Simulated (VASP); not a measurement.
Crystal: Al3Te3H.

```
Al Te H
1.0
     4.76645    0.00000    0.00000
     0.00000    4.76645    0.00000
     0.00000    0.00000    4.76645
Al Te H
3 3 1
Direct
  0.00000 0.50000 0.50000
  0.50000 0.00000 0.50000
  0.50000 0.50000 0.00000
  0.50000 0.00000 0.00000
  0.00000 0.50000 0.00000
  0.00000 0.00000 0.50000
  0.50000 0.50000 0.50000
```

```yaml
Program: VASP 6.6.1
Task: relaxation of cell and atoms
Functional: PBE
Potentials_or_basis: VASP PAW PBE potentials, release 64 (Al, Te, H)
Cutoff: 600 eV
k_mesh: 4 × 4 × 4
Occupations: gaussian, width 0.1 eV
Spin: no spin polarisation
```

At the start: pressure 54.7 GPa; volume 15.47 Å³/atom.

Q: How do energy, volume and symmetry change on relaxing?

A: Over 4 steps the energy falls by 1066.5 meV/atom and the volume is 25.17 Å³/atom (+62.7 %); space group Pm-3m (No. 221, to 0.05 Å).

The path:
| step | energy change (eV) | largest force (eV/Å) | pressure (GPa) | volume (Å³) |
| --- | --- | --- | --- | --- |
| 1 | 0.0000 | 0.0000 | 54.69 | 108.29 |
| 2 | -6.6887 | 0.0000 | -5.47 | 213.91 |
| 3 | -7.4532 | 0.0000 | 1.00 | 171.12 |
| 4 | -7.4657 | 0.0000 | -0.16 | 176.22 |

Final structure:
```
Al Te H
1.0
     5.60636    0.00000    0.00000
     0.00000    5.60636    0.00000
     0.00000    0.00000    5.60636
Al Te H
3 3 1
Cartesian
  0.0000 2.8032 2.8032
  2.8032 0.0000 2.8032
  2.8032 2.8032 0.0000
  2.8032 0.0000 0.0000
  0.0000 2.8032 0.0000
  0.0000 0.0000 2.8032
  2.8032 2.8032 2.8032
```

Caveat: the volume moved by over 15 % at a fixed basis, so the end points are rough.
